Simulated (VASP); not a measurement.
# NaCl (Imm2) in VASP: further runs, part 2 of 2

VASP 6.6.1. Earlier steps stand in the parts before.

**4. Single point, PBEsol (all Cl atoms moved -0.250 Å, as atom 2 along Cartesian [1 -1 0])**

INCAR

```
SYSTEM = NaCl
ALGO     = Normal         ! electronic algorithm
EDIFF    = 1E-6           ! SCF threshold, eV
ENCUT    = 520            ! plane-wave cutoff, eV
GGA      = PS             ! functional
ISIF     = 2              ! what is computed and relaxed
ISMEAR   = 0              ! smearing method
LASPH    = .True.         ! aspherical terms in the spheres
LCHARG   = .False.        ! write CHGCAR
LREAL    = .False.        ! projectors in reciprocal space
LWAVE    = .False.        ! write WAVECAR
NBANDS   = 14             ! bands
NELM     = 60             ! most SCF steps
PREC     = Accurate       ! precision mode
SIGMA    = 0.05           ! smearing width, eV
```

KPOINTS

```
k-points
0
Gamma
  8 8 8
  0 0 0
```

POSCAR

```
NaCl
1.0
    0.0000000000      2.8317500000      2.8317500000
    2.8317500000      0.0000000000      2.8317500000
    2.8317500000      2.8317500000      0.0000000000
Na Cl
1 1
Direct
    0.0000000000      0.0000000000      0.0000000000
    0.5624266603      0.4375733397      0.5000000000
```

Potentials or basis: VASP PAW PBE potentials, release 64 (Na_pv, Cl).

On the command line:

```console
cat potpaw_PBE.64/Na_pv/POTCAR potpaw_PBE.64/Cl/POTCAR > POTCAR
mpirun -np 1 vasp_std > vasp.out
```

OUTCAR:

```text
SYSTEM = NaCl
   EDIFF = 1E-6
   ENCUT = 520
   GGA = PS
   ISIF = 2
   ISMEAR = 0
   LASPH = .True.
   LREAL = .False.
   NELM = 60
   PREC = Accurate

 ion  position               nearest neighbor table
   1  0.000  0.000  0.000-   2 2.66   2 2.66
   2  0.562  0.438  0.500-   1 2.66   1 2.66

  LATTYP: Found a face centered cubic cell.
 ALAT       =     5.6635000000

  Lattice vectors:

 A1 = (   0.0000000000,   2.8317500000,   2.8317500000)
 A2 = (   2.8317500000,   0.0000000000,   2.8317500000)
[... 594 lines left out ...]
------------------------ aborting loop because EDIFF is reached ----------------------------------------

  FORCE on cell =-STRESS in cart. coord.  units (eV):
  Direction    XX          YY          ZZ          XY          YZ          ZX
  --------------------------------------------------------------------------------------
  -------------------------------------------------------------------------------------
  Total        0.0715695      0.0715695     -0.2513057      0.0716028      0.0000000      0.0000000
  in kB        2.5248991      2.5248991     -8.8658061      2.5260745      0.0000000      0.0000000
  external PRESSURE =      -1.2720026 kB  Pullay stress =       0.0000000 kB

 VOLUME and BASIS-vectors are now :
 -----------------------------------------------------------------------------
  energy-cutoff  :      520.00
  volume of cell :       45.41
      direct lattice vectors                 reciprocal lattice vectors
     0.000000000  2.831750000  2.831750000    -0.176569259  0.176569259  0.176569259
     2.831750000  0.000000000  2.831750000     0.176569259 -0.176569259  0.176569259
     2.831750000  2.831750000  0.000000000     0.176569259  0.176569259 -0.176569259

 POSITION                                       TOTAL-FORCE (eV/Angst)
 -----------------------------------------------------------------------------------
      0.00000      0.00000      0.00000        -0.231674      0.231674      0.000000
      2.65497      3.00853      2.83175         0.231674     -0.231674      0.000000
 -----------------------------------------------------------------------------------
    total drift:                               -0.000180      0.000180      0.000000

  FREE ENERGIE OF THE ION-ELECTRON SYSTEM (eV)
  ---------------------------------------------------
  free  energy   TOTEN  =        -6.9556054340 eV

  energy  without entropy=       -6.9556054340  energy(sigma->0) =       -6.95560543
```

stdout:

```text
POSCAR found type information on POSCAR NaCl
 POSCAR found :  2 types and       2 ions
 scaLAPACK will be used
 -----------------------------------------------------------------------------
|                                                                             |
|                                                                             |
|     You enforced a specific xc type in the INCAR file but a different       |
|     I HOPE YOU KNOW WHAT YOU ARE DOING!                                     |
|                                                                             |
 -----------------------------------------------------------------------------

 LDA part: xc-table for (Slater+PW92), standard interpolation
 POSCAR, INCAR and KPOINTS ok, starting setup
 FFT: planning ... GRIDC
 FFT: planning ... GRID_SOFT
 FFT: planning ... GRID
 WAVECAR not read
 entering main loop
```

Run time: 86 s. Hardware: 1 thread of Intel Xeon 8259CL, shared host; peak memory 0.19 GiB.

Results:

```
Free energy            : -6.9556 eV
Pressure               : -0.1 GPa
Largest force          : 0.328 eV/Å
Band gap on the k mesh : 4.90 eV
```

Forces on the atoms (eV/Å):
```
Na  -0.232  0.232  0.000
Cl   0.232 -0.232  0.000
```

Stress tensor (GPa, compression positive):
```
 0.25  0.25  0.00
 0.25  0.25  0.00
 0.00  0.00 -0.89
```

Caveat: the cell differs from its parent crystal (all Cl atoms moved -0.250 Å, as atom 2 along Cartesian [1 -1 0]); the PAW data sets were made with another functional, which shifts forces and pressure a little.

**5. Single point, PBEsol (all Cl atoms moved +0.438 Å, as atom 2 along Cartesian [1 -1 0])**

INCAR

```
PREC = Accurate
ENCUT = 520
EDIFF = 1E-6
ISMEAR = 0
SIGMA = 0.05
LREAL = F
LASPH = T
NELM = 80
ALGO = Normal
ISIF = 2
LWAVE = F
LCHARG = F
GGA = PS
NBANDS = 14
```

KPOINTS

```
regular mesh
0
Gamma
  8 8 8
```

POSCAR: that of step 4 with these lines changed.

```diff
@@ -9,2 +9,2 @@
     0.0000000000      0.0000000000      0.0000000000
-    0.5624266603      0.4375733397      0.5000000000
+    0.3907533445      0.6092466555      0.5000000000
```

On the command line:

```console
cat potpaw_PBE.64/Na_pv/POTCAR potpaw_PBE.64/Cl/POTCAR > POTCAR
mpirun -np 1 vasp_std > vasp.out
```

It took 81 s on 1 thread of Intel Xeon 8259CL, shared host; peak memory 0.19 GiB.

Results (log left out):

```yaml
Free_energy: -6.8655 eV
Pressure: 1.2 GPa
Largest_force: 0.648 eV/Å
Band_gap_on_the_k_mesh: 4.91 eV
```

Forces in eV/Å, atoms in the order of the input:
```
Na   0.458 -0.458  0.000
Cl  -0.458  0.458  0.000
```

Stress tensor (GPa, compression positive):
```
 2.39  0.96  0.00
 0.96  2.39  0.00
 0.00  0.00 -1.10
```

Levels at points of the mesh, in eV from the valence-band top:
```tsv
k point	band 4	band 5	band 6	band 7	band 8	band 9	band 10	band 11
(0.00, 0.00, 0.00)	-12.62	-0.08	-0.01	0.00	4.91	10.96	11.09	11.21
(0.50, 0.00, 0.00)	-12.29	-1.90	-0.32	-0.24	7.15	10.15	10.88	11.07
(0.00, 0.00, 0.50)	-12.28	-1.93	-0.26	-0.22	7.06	10.02	10.85	11.36
(0.50, 0.50, 0.00)	-12.24	-1.65	-0.65	-0.59	7.37	8.01	11.08	14.35
(0.00, 0.50, 0.50)	-12.23	-1.65	-0.60	-0.60	7.35	7.96	11.07	14.52
```

Caveat: the cell differs from its parent crystal (all Cl atoms moved +0.438 Å, as atom 2 along Cartesian [1 -1 0]); the PAW data sets were made with another functional, which shifts forces and pressure a little. A k mesh can miss the band edges.

**6. Single point, PBEsol (all Cl atoms moved +0.312 Å, as atom 2 along Cartesian [1 -1 0])**

INCAR

```
SYSTEM = NaCl
PREC     = Accurate       ! precision mode
ENCUT    = 520            ! plane-wave cutoff, eV
EDIFF    = 1E-7           ! SCF threshold, eV
ISMEAR   = 0              ! smearing method
SIGMA    = 0.05           ! smearing width, eV
LREAL    = .False.        ! projectors in reciprocal space
LASPH    = .True.         ! aspherical terms in the spheres
NELM     = 100            ! most SCF steps
ALGO     = Normal         ! electronic algorithm
ISIF     = 2              ! what is computed and relaxed
LWAVE    = .False.        ! write WAVECAR
LCHARG   = .False.        ! write CHGCAR
GGA      = PS             ! functional
NBANDS   = 14             ! bands
```

KPOINTS

```
regular mesh
0
Gamma
  8 8 8
  0 0 0
```

POSCAR: that of step 5 with these lines changed.

```diff
@@ -9,2 +9,2 @@
     0.0000000000      0.0000000000      0.0000000000
-    0.3907533445      0.6092466555      0.5000000000
+    0.4219666746      0.5780333254      0.5000000000
```

Potentials or basis: VASP PAW PBE potentials, release 64 (Na_pv, Cl).

On the command line:

```console
cat potpaw_PBE.64/Na_pv/POTCAR potpaw_PBE.64/Cl/POTCAR > POTCAR
mpirun -np 1 vasp_std > vasp.out
```

It took 97 s on 1 thread of Intel Xeon 8259CL, shared host; peak memory 0.19 GiB.

It converged, with:

- Free energy: -6.9321 eV
- Pressure: 0.2 GPa
- Largest force: 0.425 eV/Å
- Band gap on the k mesh: 4.90 eV

Forces on the atoms (eV/Å):
```
Na   0.300 -0.300  0.000
Cl  -0.300  0.300  0.000
```

Stress tensor (GPa, compression positive):
```
 0.83  0.42  0.00
 0.42  0.83  0.00
 0.00  0.00 -0.95
```

Levels at points of the mesh, in eV from the valence-band top:
```tsv
k point	band 3	band 4	band 5	band 6	band 7	band 8	band 9	band 10	band 11	band 12
(0.00, 0.00, 0.00)	-20.63	-12.62	-0.04	0.00	0.00	4.90	10.98	11.04	11.11	13.27
(0.50, 0.00, 0.00)	-20.64	-12.29	-1.91	-0.29	-0.25	7.10	10.25	10.86	10.98	14.69
(0.00, 0.00, 0.50)	-20.64	-12.28	-1.93	-0.26	-0.24	7.06	10.14	10.84	11.18	14.56
(0.50, 0.50, 0.00)	-20.64	-12.24	-1.66	-0.62	-0.59	7.38	7.95	11.07	14.41	14.69
(0.00, 0.50, 0.50)	-20.64	-12.23	-1.66	-0.60	-0.60	7.38	7.94	11.06	14.52	14.57
```

Caveat: the cell differs from its parent crystal (all Cl atoms moved +0.312 Å, as atom 2 along Cartesian [1 -1 0]); the PAW data sets were made with another functional, which shifts forces and pressure a little. A k mesh can miss the band edges.

**7. Single point, PBEsol (all Cl atoms moved +0.188 Å, as atom 2 along Cartesian [1 -1 0])**

INCAR

```
SYSTEM = NaCl
PREC = Accurate ; ENCUT = 520
EDIFF = 1E-6 ; ISMEAR = 0
SIGMA = 0.05 ; LREAL = .FALSE.
LASPH = .TRUE. ; NELM = 60
ALGO = Normal ; ISIF = 2
LWAVE = .FALSE. ; LCHARG = .TRUE.
GGA = PS ; LELF = .TRUE.
LVHAR = .TRUE. ; NBANDS = 14
```

KPOINTS

```
Automatic mesh
0
G
  8 8 8
  0 0 0
```

POSCAR: that of step 6 with these lines changed.

```diff
@@ -9,2 +9,2 @@
     0.0000000000      0.0000000000      0.0000000000
-    0.4219666746      0.5780333254      0.5000000000
+    0.4531800048      0.5468199952      0.5000000000
```

On the command line:

```console
cat potpaw_PBE.64/Na_pv/POTCAR potpaw_PBE.64/Cl/POTCAR > POTCAR
mpirun -np 1 vasp_std > vasp.out
```

Wall time 77 s (1 thread of Intel Xeon 8259CL, shared host); peak memory 0.19 GiB.

It converged, with:

* Free energy: -6.9733 eV
* Pressure: -0.4 GPa
* Largest force: 0.238 eV/Å
* Band gap on the k mesh: 4.89 eV

Forces in eV/Å, atoms in the order of the input:
```
Na   0.169 -0.169  0.000
Cl  -0.169  0.169  0.000
```

Stress tensor (GPa, compression positive):
```
-0.20  0.13  0.00
 0.13 -0.20  0.00
 0.00  0.00 -0.84
```

Levels at points of the mesh, in eV from the valence-band top:
| k point | band 3 | band 4 | band 5 | band 6 | band 7 | band 8 | band 9 | band 10 | band 11 | band 12 |
| --- | --- | --- | --- | --- | --- | --- | --- | --- | --- | --- |
| (0.00, 0.00, 0.00) | -20.66 | -12.62 | -0.02 | 0.00 | 0.00 | 4.89 | 10.98 | 11.00 | 11.03 | 13.22 |
| (0.50, 0.00, 0.00) | -20.66 | -12.28 | -1.93 | -0.27 | -0.26 | 7.07 | 10.34 | 10.84 | 10.90 | 14.72 |
| (0.00, 0.00, 0.50) | -20.66 | -12.28 | -1.93 | -0.26 | -0.25 | 7.06 | 10.27 | 10.84 | 10.99 | 14.67 |
| (0.50, 0.50, 0.00) | -20.67 | -12.24 | -1.67 | -0.61 | -0.59 | 7.40 | 7.92 | 11.05 | 14.46 | 14.58 |
| (0.00, 0.50, 0.50) | -20.67 | -12.23 | -1.67 | -0.60 | -0.60 | 7.39 | 7.91 | 11.05 | 14.51 | 14.53 |

Caveat: the cell differs from its parent crystal (all Cl atoms moved +0.188 Å, as atom 2 along Cartesian [1 -1 0]); the PAW data sets were made with another functional, which shifts forces and pressure a little. A k mesh can miss the band edges.

**8. Overview**

```tsv
cell	gap on the mesh (eV)	pressure (GPa)	largest force (eV/Å)
as given, atomic positions A	4.92	1.9	0.77
as given, atomic positions B	4.91	0.7	0.53
as given, atomic positions C	4.90	-0.1	0.33
as given, atomic positions D	4.91	1.2	0.65
as given, atomic positions E	4.90	0.2	0.42
as given, atomic positions F	4.89	-0.4	0.24
```

Alike in all rows: task single point; level PBEsol; potentials or basis VASP PAW PBE potentials, release 64 (Na_pv, Cl); no spin polarisation; k mesh 8 × 8 × 8; cutoff (eV) 520; smearing gaussian 0.05 eV.

Caveats: the PAW data sets were made with another functional, which shifts forces and pressure a little.

Absolute energies hang on the potentials; compare differences alone.
